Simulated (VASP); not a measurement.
# C (R-3m) in VASP: notebook

The runs below take C through vibrations by perturbation theory, with PBEsol.

All numbers are computed with VASP 6.6.1; they aren't measurements. Logs are shortened: lines on timing, memory, paths and dates and some standing lists are left out, and cuts for length are marked.

## 1. The cell of the first run

The structure is trigonal, space group R-3m (No. 166). The conventional cell has a = 2.458 Å, b = 2.458 Å, c = 10.629 Å, α = 90.00°, β = 90.00°, γ = 120.00°. C (site symmetry 3m) has 3 C at 1.42 Å within 1.9 Å.

## 2. Vibrations by perturbation theory, PBEsol (9.27 Å³/atom)

Contents of INCAR:

```
PREC = Accurate
ENCUT = 600
EDIFF = 1E-8
ISMEAR = 0
SIGMA = 0.01
LREAL = F
LASPH = T
NELM = 120
ALGO = Normal
ISIF = 2
LWAVE = F
LCHARG = F
GGA = PS
IBRION = 8
NSW = 1
LEPSILON = T
GGA_COMPAT = F
```

Contents of KPOINTS:

```
Automatic mesh
0
Gamma
  18 18 18
```

Contents of POSCAR:

```
C
1.0
    1.2291946561      0.7096758656      3.5431236914
   -1.2291946561      0.7096758656      3.5431236914
    0.0000000000     -1.4193517312      3.5431236914
C
2
Direct
    0.1666354235      0.1666354235      0.1666354235
    0.8333645765      0.8333645765      0.8333645765
```

Potentials or basis: VASP PAW PBE potentials, release 64 (C).

Run with:

```console
$ cat potpaw_PBE.64/C/POTCAR > POTCAR
$ mpirun -np 1 vasp_std > vasp.out
```

OUTCAR:

```text
PREC = Accurate
   ENCUT = 600
   EDIFF = 1E-8
   ISMEAR = 0
   LREAL = F
   LASPH = T
   NELM = 120
   ISIF = 2
   GGA = PS
   IBRION = 8
   NSW = 1
   LEPSILON = T

 ion  position               nearest neighbor table
   1  0.167  0.167  0.167-   2 1.42   2 1.42   2 1.42
   2  0.833  0.833  0.833-   1 1.42   1 1.42   1 1.42

  LATTYP: Found a trigonal (rhomboedric) cell.
 ALAT       =     3.8168422589
 COS(alpha) =     0.7925741403

  Lattice vectors:

 A1 = (   1.2291946561,   0.7096758656,   3.5431236914)
 A2 = (  -1.2291946561,   0.7096758656,   3.5431236914)
 A3 = (   0.0000000000,  -1.4193517312,   3.5431236914)

Analysis of symmetry for initial positions (statically):
=====================================================================
 Subroutine PRICEL returns:
 Original cell was already a primitive cell.

 Routine SETGRP: Setting up the symmetry group for a
 trigonal (rhombohedral) supercell.

 Subroutine GETGRP returns: Found 12 space group operations
 (whereof 12 operations were pure point group operations)
 out of a pool of 12 trial point group operations.

The static configuration has the point symmetry D_3d.

Analysis of symmetry for dynamics (positions and initial velocities):
=====================================================================
 Subroutine PRICEL returns:
 Original cell was already a primitive cell.

 Routine SETGRP: Setting up the symmetry group for a
 trigonal (rhombohedral) supercell.

 Subroutine GETGRP returns: Found 12 space group operations
 (whereof 12 operations were pure point group operations)
 out of a pool of 12 trial point group operations.

The dynamic configuration has the point symmetry D_3d.

 Subroutine INISYM returns: Found 12 space group operations
 (whereof 12 operations are pure point group operations),
 and found     1 'primitive' translations

----------------------------------------------------------------------------------------

                                     Primitive cell

  volume of cell :      18.5446

  direct lattice vectors                    reciprocal lattice vectors
     1.229194656  0.709675866  3.543123691     0.406770398  0.234848999  0.094078943
    -1.229194656  0.709675866  3.543123691    -0.406770398  0.234848999  0.094078943
     0.000000000 -1.419351731  3.543123691     0.000000000 -0.469697998  0.094078943

  length of vectors
     3.816842259  3.816842259  3.816842259     0.479027199  0.479027199  0.479027199

  position of ions in fractional coordinates (direct lattice)
     0.166635423  0.166635423  0.166635423
     0.833364577  0.833364577  0.833364577

  ion indices of the primitive-cell ions
   primitive index   ion index
                 1           1
                 2           2

----------------------------------------------------------------------------------------

 KPOINTS: Automatic mesh

Automatic generation of k-mesh.
 Grid dimensions read from file:
 generate k-points for:   18   18   18

 Generating k-lattice:

[... 412 lines left out ...]

 Free energy of the ion-electron system (eV)
  ---------------------------------------------------
  ---------------------------------------------------
  free energy    TOTEN  =        -2.19093827 eV

  energy without entropy =       -2.19093827

------------------------ aborting loop because EDIFF is reached ----------------------------------------

--------------------------------------- Ionic step        2  -------------------------------------------

------------------------ aborting loop because EDIFF is reached ----------------------------------------

--------------------------------------- Ionic step        3  -------------------------------------------

------------------------ aborting loop because EDIFF is reached ----------------------------------------

 PIEZOELECTRIC TENSOR FIELD DIRECTION 3  (e Angst)
 -----------------------------------------------------------------------------
     0.00023  0.00000 -0.00000           ( -0.00000  0.00000  0.00000)
     0.00000  0.00023  0.00000           (  0.00000 -0.00000  0.00000)
     0.00000 -0.00000 -0.00135           (  0.00000  0.00000 -0.00000)

 PIEZOELECTRIC TENSOR FIELD DIRECTION 3  (C/m^2)
 -----------------------------------------------------------------------------
     0.00020  0.00000 -0.00000
     0.00000  0.00020  0.00000
     0.00000 -0.00000 -0.00117

--------------------------------------- Ionic step        4  -------------------------------------------

------------------------ aborting loop because EDIFF is reached ----------------------------------------

[... ionic steps 5 to 5 ...]

--------------------------------------- Ionic step        6  -------------------------------------------

 Free energy of the ion-electron system (eV)
  ---------------------------------------------------
  ---------------------------------------------------
  free energy    TOTEN  =        -0.12436777 eV

  energy without entropy =       -0.12436777

------------------------ aborting loop because EDIFF is reached ----------------------------------------

 INTERNAL STRAIN TENSOR  FOR ION    1  DIRECTION 3   (eV/Angst):
 -----------------------------------------------------------------------------
    -0.02933  0.00000 -0.00000
     0.00000 -0.02933 -0.00000
     0.00000  0.00000  0.12693

 MACROSCOPIC STATIC DIELECTRIC TENSOR (including local field effects in DFT)
 ------------------------------------------------------
          43.561556     0.000000     0.000000
           0.000000    43.561556    -0.000000
           0.000000     0.000000     4.165700
 ------------------------------------------------------

 PIEZOELECTRIC TENSOR (including local field effects)  for field in x, y, z        (e  Angst)
          XX          YY          ZZ          XY          YZ          ZX
  --------------------------------------------------------------------------------
  x     0.00000     0.00000     0.00000     0.00000     0.00000     0.00000
  y     0.00000     0.00000     0.00000     0.00000     0.00000     0.00000
  z     0.00000     0.00000     0.00000     0.00000     0.00000     0.00000

 PIEZOELECTRIC TENSOR (including local field effects)  for field in x, y, z        (C/m^2)
          XX          YY          ZZ          XY          YZ          ZX
  --------------------------------------------------------------------------------
  x     0.00000     0.00000     0.00000     0.00000     0.00000     0.00000
  y     0.00000     0.00000     0.00000     0.00000     0.00000     0.00000
  z     0.00000     0.00000     0.00000     0.00000     0.00000     0.00000

 BORN EFFECTIVE CHARGES (including local field effects) (in |e|, cummulative output)
 ---------------------------------------------------------------------------------
 ion    1
    1     0.00000     0.00000     0.00000
    2     0.00000     0.00000     0.00000
    3     0.00000     0.00000     0.00000
 ion    2
    1     0.00000     0.00000     0.00000
    2     0.00000     0.00000     0.00000
    3     0.00000     0.00000     0.00000

 INTERNAL STRAIN TENSOR FOR ION    2 for displacements in x,y,z  (eV/Angst):
          X           Y           Z          XY          YZ          ZX
  --------------------------------------------------------------------------------
  x     0.00000     0.00000     0.00000   -12.83494     0.00000    -0.02136
  y   -12.83494    12.83494    -0.00000    -0.00000     0.00999     0.00000
  z     0.02933     0.02933    -0.12693     0.00000     0.00000    -0.00000

 SECOND DERIVATIVES (NOT SYMMETRIZED)
 ------------------------------------
               1X          1Y          1Z          2X          2Y          2Z
  1X   -55.320044    0.000000    0.000000   55.320044    0.000000    0.000000
  1Y    -0.000000  -55.320044    0.000000    0.000000   55.320044   -0.000000
  1Z     0.000000    0.000000  -16.689285    0.000000    0.000000   16.689285
  2X    55.320044    0.000000    0.000000  -55.320044    0.000000    0.000000
  2Y     0.000000   55.320044   -0.000000   -0.000000  -55.320044    0.000000
  2Z     0.000000    0.000000   16.689285    0.000000    0.000000  -16.689285

 Eigenvectors and eigenvalues of the dynamical matrix
 ----------------------------------------------------

   1 f  =   47.447944 THz   298.124225 2PiTHz 1582.693055 cm-1   196.228841 meV
             X         Y         Z           dx          dy          dz
      0.000000  0.000000  1.771230    -0.000000    0.707107    0.000000
      0.000000  0.000000  8.858141     0.000000   -0.707107    0.000000
[... 21 lines left out ...]
   6 f  =    0.000000 THz     0.000000 2PiTHz    0.000000 cm-1     0.000000 meV
             X         Y         Z           dx          dy          dz
      0.000000  0.000000  1.771230     0.000000   -0.000000    0.707107
      0.000000  0.000000  8.858141     0.000000    0.000000    0.707107

--------------------------------------------------------------------------------------------------------

 MACROSCOPIC STATIC DIELECTRIC TENSOR IONIC CONTRIBUTION
 ------------------------------------------------------
           0.000000     0.000000     0.000000
           0.000000     0.000000     0.000000
           0.000000     0.000000     0.000000
 ------------------------------------------------------

 ELASTIC MODULI CONTR FROM IONIC RELAXATION (kBar)
 Direction    XX          YY          ZZ          XY          YZ          ZX
 --------------------------------------------------------------------------------
 XX        -257.2793    257.2704      0.0193      0.0000      0.2003      0.0000
 YY         257.2704   -257.2793      0.0193     -0.0000     -0.2003     -0.0000
 ZZ           0.0193      0.0193     -0.0834     -0.0000      0.0000     -0.0000
 XY           0.0000     -0.0000     -0.0000   -257.2749     -0.0000     -0.4282
 YZ           0.2003     -0.2003      0.0000     -0.0000     -0.0002     -0.0000
 ZX           0.0000     -0.0000     -0.0000     -0.4282     -0.0000     -0.0007
 --------------------------------------------------------------------------------

 PIEZOELECTRIC TENSOR IONIC CONTR  for field in x, y, z        (C/m^2)
          XX          YY          ZZ          XY          YZ          ZX
  --------------------------------------------------------------------------------
  x     0.00000     0.00000     0.00000     0.00000     0.00000     0.00000
  y     0.00000     0.00000     0.00000     0.00000     0.00000     0.00000
  z     0.00000     0.00000     0.00000     0.00000     0.00000     0.00000
```

Wall time 59 min (1 thread of Intel Xeon Platinum 8259CL at 2.50GHz (Skylake/Cascade Lake), shared host); peak memory 1.2 GiB.

What came out:

```
Electronic dielectric tensor (diagonal) : 43.56, 43.56, 4.17
Born charges (mean of the diagonal)     : C +0.00 e
Highest phonon frequency at Γ           : 1583 cm⁻¹
```

Phonon frequencies in cm⁻¹ (negative: imaginary):
| q point | frequencies |
| --- | --- |
| (0.000, 0.000, 0.000) | 0 0 0 869 1583 1583 |

Electronic dielectric tensor:
```
43.56  0.00  0.00
 0.00 43.56  0.00
 0.00  0.00  4.17
```

Born effective charge tensors (e):
atom 1, C
```
0.00 0.00 0.00
0.00 0.00 0.00
0.00 0.00 0.00
```
atom 2, C
```
0.00 0.00 0.00
0.00 0.00 0.00
0.00 0.00 0.00
```

Caveat: this functional lacks dispersion, which binds layers or chains, so the pressure and a relaxed spacing across them are unreliable; the PAW data sets were made with another functional, which shifts forces and pressure a little.

## 3. Vibrations by perturbation theory, PBEsol

This run uses another cell than the first one, of 9.46 Å³/atom.

Contents of INCAR:

```
PREC = Accurate
ENCUT = 600
EDIFF = 1E-8
ISMEAR = 0
SIGMA = 0.01
LREAL = False
LASPH = True
NELM = 120
ALGO = Normal
ISIF = 2
LWAVE = False
LCHARG = False
GGA = PS
IBRION = 8
NSW = 1
LEPSILON = True
GGA_COMPAT = False
```

Contents of KPOINTS:

```
regular mesh
0
Gamma
  18 18 18
```

Contents of POSCAR:

```
C
1.0
    1.2294462219      0.7098211072      3.6139529305
   -1.2294462219      0.7098211072      3.6139529305
    0.0000000000     -1.4196422144      3.6139529305
C
2
Direct
    0.1666410550      0.1666410550      0.1666410550
    0.8333589450      0.8333589450      0.8333589450
```

Potentials or basis: VASP PAW PBE potentials, release 64 (C).

Run with:

```console
$ cat potpaw_PBE.64/C/POTCAR > POTCAR
$ mpirun -np 1 vasp_std > vasp.out
```

OUTCAR:

```text
PREC = Accurate
   ENCUT = 600
   EDIFF = 1E-8
   ISMEAR = 0
   LREAL = False
   LASPH = True
   NELM = 120
   ISIF = 2
   GGA = PS
   IBRION = 8
   NSW = 1
   LEPSILON = True

 ion  position               nearest neighbor table
   1  0.167  0.167  0.167-   2 1.42   2 1.42   2 1.42
   2  0.833  0.833  0.833-   1 1.42   1 1.42   1 1.42

  LATTYP: Found a trigonal (rhomboedric) cell.
 ALAT       =     3.8827876327
 COS(alpha) =     0.7994781080

  Lattice vectors:

 A1 = (   1.2294462219,   0.7098211072,   3.6139529305)
 A2 = (  -1.2294462219,   0.7098211072,   3.6139529305)
 A3 = (   0.0000000000,  -1.4196422144,   3.6139529305)

Analysis of symmetry for initial positions (statically):
=====================================================================
 Subroutine PRICEL returns:
 Original cell was already a primitive cell.

 Routine SETGRP: Setting up the symmetry group for a
[... 568 lines left out ...]
  1Z     0.000000    0.000000  -16.727266    0.000000    0.000000   16.727266
  2X    55.091850   -0.000000   -0.000000  -55.091850    0.000000    0.000000
  2Y     0.000000   55.091850    0.000000    0.000000  -55.091850   -0.000000
  2Z     0.000000    0.000000   16.727266    0.000000    0.000000  -16.727266

 Eigenvectors and eigenvalues of the dynamical matrix
 ----------------------------------------------------

   1 f  =   47.349982 THz   297.508711 2PiTHz 1579.425389 cm-1   195.823703 meV
             X         Y         Z           dx          dy          dz
      0.000000  0.000000  1.806699     0.000001    0.707107    0.000000
      0.000000  0.000000  9.035160    -0.000001   -0.707107   -0.000000
[... 16 lines left out ...]
   5 f  =    0.000000 THz     0.000001 2PiTHz    0.000003 cm-1     0.000000 meV
             X         Y         Z           dx          dy          dz
      0.000000  0.000000  1.806699     0.023270   -0.373947    0.599685
      0.000000  0.000000  9.035160     0.023270   -0.373947    0.599685

   6 f/i=    0.000000 THz     0.000002 2PiTHz    0.000011 cm-1     0.000001 meV
             X         Y         Z           dx          dy          dz
      0.000000  0.000000  1.806699    -0.592642   -0.337201   -0.187273
      0.000000  0.000000  9.035160    -0.592642   -0.337201   -0.187273

--------------------------------------------------------------------------------------------------------

 MACROSCOPIC STATIC DIELECTRIC TENSOR IONIC CONTRIBUTION
 ------------------------------------------------------
           0.000000     0.000000     0.000000
           0.000000     0.000000     0.000000
           0.000000     0.000000     0.000000
 ------------------------------------------------------

 ELASTIC MODULI CONTR FROM IONIC RELAXATION (kBar)
 Direction    XX          YY          ZZ          XY          YZ          ZX
 --------------------------------------------------------------------------------
 XX        -245.7724    245.7669      0.0124     -0.0000      0.1960     -0.0000
 YY         245.7669   -245.7724      0.0124      0.0000     -0.1960      0.0000
 ZZ           0.0124      0.0124     -0.0556      0.0000     -0.0000      0.0000
 XY          -0.0000      0.0000      0.0000   -245.7696      0.0000     -0.3386
 YZ           0.1960     -0.1960     -0.0000      0.0000     -0.0002      0.0000
 ZX          -0.0000      0.0000      0.0000     -0.3386      0.0000     -0.0005
 --------------------------------------------------------------------------------

 PIEZOELECTRIC TENSOR IONIC CONTR  for field in x, y, z        (C/m^2)
          XX          YY          ZZ          XY          YZ          ZX
  --------------------------------------------------------------------------------
  x     0.00000     0.00000     0.00000     0.00000     0.00000     0.00000
  y     0.00000     0.00000     0.00000     0.00000     0.00000     0.00000
  z     0.00000     0.00000     0.00000     0.00000     0.00000     0.00000
```

stdout:

```text
POSCAR found type information on POSCAR C
 POSCAR found :  1 types and       2 ions
 scaLAPACK will be used
 -----------------------------------------------------------------------------
|                                                                             |
|                                                                             |
|     You enforced a specific xc type in the INCAR file but a different       |
[... 39 lines left out ...]
 force on displaced ion       1 direction 1 : -55.087   0.008  -0.000
 Born effective charge ion    1 direction 1 :  -0.001  -0.101  -0.000
 Linear response progress:
 first order change of Fermi-energy   0.21921E+00
 force on displaced ion       1 direction 3 :   0.000   0.000 -16.727
 Born effective charge ion    1 direction 3 :   0.000   0.000   0.000
 Born effective charges drift removed
 Linear response finished
```

Wall time 49 min (1 thread of Intel Xeon Platinum 8259CL at 2.50GHz (Skylake/Cascade Lake), shared host); peak memory 1.2 GiB.

What came out:

```yaml
Electronic_dielectric_tensor_diagonal: 56.21, 56.21, 4.28
Born_charges_mean_of_the_diagonal: C +0.00 e
Highest_phonon_frequency_at_Γ: 1579 cm⁻¹
```

Phonon frequencies in cm⁻¹ (negative: imaginary):
```
              q point          frequencies
(0.000, 0.000, 0.000)  0 0 0 870 1579 1579
```

Electronic dielectric tensor:
```
56.21  0.00  0.00
 0.00 56.21  0.00
 0.00  0.00  4.28
```

Born effective charge tensors (e):
atom 1, C
```
0.00 0.00 0.00
0.00 0.00 0.00
0.00 0.00 0.00
```
atom 2, C
```
0.00 0.00 0.00
0.00 0.00 0.00
0.00 0.00 0.00
```

Caveat: this functional lacks dispersion, which binds layers or chains, so the pressure and a relaxed spacing across them are unreliable; the PAW data sets were made with another functional, which shifts forces and pressure a little.
